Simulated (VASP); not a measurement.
Write the native input for VASP 6.6.1 that does the following.

```yaml
Task: single point
Functional: PBEsol
Potentials_or_basis: VASP PAW PBE potentials, release 64 (Yb)
Cutoff: 520 eV
k_mesh: 14 × 14 × 14
Occupations: gaussian, width 0.05 eV
Spin: no spin polarisation
Dipole_correction: no
Further_INCAR_settings: ALGO = Normal; EDIFF = 1e-06; NBANDS = 18
```

The structure of Yb lies in POSCAR:

```
Yb
1.0
    0.0000000000      2.7450000000      2.7450000000
    2.7450000000      0.0000000000      2.7450000000
    2.7450000000      2.7450000000      0.0000000000
Yb
1
Direct
    0.0000000000      0.0000000000      0.0000000000
```

One way to write it, as run:

INCAR

```
  PREC = Accurate
  ENCUT = 520
  EDIFF = 1E-6
  ISMEAR = 0
  SIGMA = 0.05
  LREAL = False
  LASPH = True
  NELM = 60
  ALGO = Normal
  ISIF = 2
  LWAVE = False
  LCHARG = False
  GGA = PS
  NBANDS = 18
```

KPOINTS

```
regular mesh
0
Gamma
  14 14 14
```

Potentials or basis: VASP PAW PBE potentials, release 64 (Yb).

The run is started by

```bash
$ cat potpaw_PBE.64/Yb/POTCAR > POTCAR
$ mpirun -np 1 vasp_std > vasp.out
```

It gave:

The pressure is -4.2 GPa and the band gap on the k mesh is zero (band 12 reaches 1.10 eV, above the bottom of band 13 at 1.06 eV).

Caveat: the PAW data sets were made with another functional, which shifts forces and pressure a little; spin-orbit coupling is left out, which moves the levels of the heavy elements.

It took 2.6 min on 1 thread of Intel(R) Xeon(R) 6975P-C (Granite Rapids), on a shared host, peak memory 0.25 GiB.
